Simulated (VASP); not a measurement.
# B5Pt: relaxation of cell and atoms with PBE

Crystal: B5Pt.

```
CELL_PARAMETERS angstrom
4.37756 0.00000 0.00000
-2.18878 3.79108 0.00000
0.00000 0.00000 4.02302
ATOMIC_POSITIONS crystal
B 0.66667 0.33333 0.50000
B 0.31656 0.00000 0.00000
B 0.68344 0.68344 0.00000
B 0.00000 0.31656 0.00000
B 0.33333 0.66667 0.50000
Pt 0.00000 0.00000 0.50000
```

```yaml
Program: VASP 6.6.1
Task: relaxation of cell and atoms
Functional: PBE
Potentials_or_basis: VASP PAW PBE potentials, release 64 (B, Pt)
Cutoff: 600 eV
k_mesh: 6 × 6 × 4
Occupations: gaussian, width 0.1 eV
Spin: no spin polarisation
Dipole_correction: no
Further_INCAR_settings: ALGO = Normal; EDIFF = 1e-06; IBRION = 2; EDIFFG = -0.04; NSW = 90; ISIF = 3
```

```
Relaxed volume                         : 8.79 Å³/atom
Relaxed cell                           : a = 5.050 Å, b = 5.050 Å, c = 2.389 Å, α = 90.00°, β = 90.00°, γ = 120.00°
Space group after relaxing (to 0.05 Å) : P-62m (No. 189)
Energy gained by relaxing              : 727.2 meV/atom
Ionic steps                            : 59
Pressure after relaxing                : 0.1 GPa
Largest force after relaxing           : 0.015 eV/Å
```

Forces in eV/Å, atoms in the order of the input:
```
B    0.000  0.000  0.000
B    0.015  0.000  0.000
B   -0.007 -0.013  0.000
B   -0.007  0.013  0.000
B    0.000  0.000  0.000
Pt   0.000  0.000  0.000
```

Stress tensor (GPa, compression positive):
```
 0.30  0.00  0.00
 0.00  0.30  0.00
 0.00  0.00 -0.30
```

Step by step:
```tsv
step	energy change (eV)	largest force (eV/Å)	pressure (GPa)	volume (Å³)
1	0.0000	0.0147	-30.66	66.76
3	-1.9266	1.1838	0.22	51.08
5	-2.2221	0.3660	6.80	48.71
7	-2.2773	0.2671	-2.22	50.57
9	-2.4448	0.1981	-3.35	50.10
11	-3.1136	0.1643	6.30	47.14
13	-3.1864	0.2255	7.56	46.98
15	-3.3311	0.2600	12.46	46.46
17	-3.4460	0.1084	18.85	45.75
19	-3.4480	0.1884	20.97	45.63
21	-3.4590	0.5964	22.76	45.83
23	-3.4770	0.4491	21.46	45.86
25	-3.5852	0.4028	16.42	46.73
27	-3.7718	0.2832	-0.51	50.30
29	-3.7836	0.2405	-1.34	50.56
31	-3.8578	0.0912	-0.37	50.58
33	-3.9756	1.0244	6.72	50.11
35	-3.9563	1.1219	8.37	49.96
37	-3.9826	1.0928	6.90	50.24
39	-4.0280	1.1264	4.48	50.93
41	-4.1801	0.8700	-3.55	52.82
43	-4.2060	0.6689	-7.61	53.96
45	-4.3244	0.0467	-1.41	52.74
47	-4.3308	0.0384	-0.52	52.53
49	-4.3441	0.1037	0.58	52.33
51	-4.3510	0.2076	-1.58	52.93
53	-4.3562	0.2123	-1.05	52.96
55	-4.3588	0.1770	-0.41	52.84
57	-4.3616	0.0789	1.05	52.52
59	-4.3635	0.0150	0.10	52.76
```

Final structure:
```
B Pt
1.0
     5.05026    0.00000    0.00000
    -2.52513    4.37365    0.00000
     0.00000    0.00000    2.38871
B Pt
5 1
Cartesian
  2.5251 1.4579 1.1944
  3.1475 0.0000 0.0000
  0.9514 1.6478 0.0000
  3.4765 2.7258 0.0000
  0.0000 2.9158 1.1944
  0.0000 0.0000 1.1944
```

Levels at points of the mesh, in eV from the Fermi level:
```
           k point  band 9  band 10  band 11  band 12  band 13  band 14  band 15  band 16
(0.00, 0.00, 0.00)   -3.27    -3.27    -1.74    -1.74     2.27     2.27     2.95     7.84
(0.50, 0.00, 0.00)   -2.50    -1.83    -1.75    -0.94    -0.92     0.61     4.23     4.79
(0.00, 0.00, 0.50)   -1.54    -1.54    -1.47    -1.47    -0.97    -0.55     1.05     1.05
(0.50, 0.00, 0.50)   -3.72    -3.12    -1.22    -0.61     1.12     1.74     2.02     2.47
```

It took 14 min on 1 thread of Intel Xeon 6975P-C (shared host), peak memory 0.23 GiB.

Caveat: the k points lie up to 0.66 Å⁻¹ apart in the final cell; the volume moved by over 15 % at a fixed basis, so the end points are rough; spin-orbit coupling is left out, which moves the levels of the heavy elements.
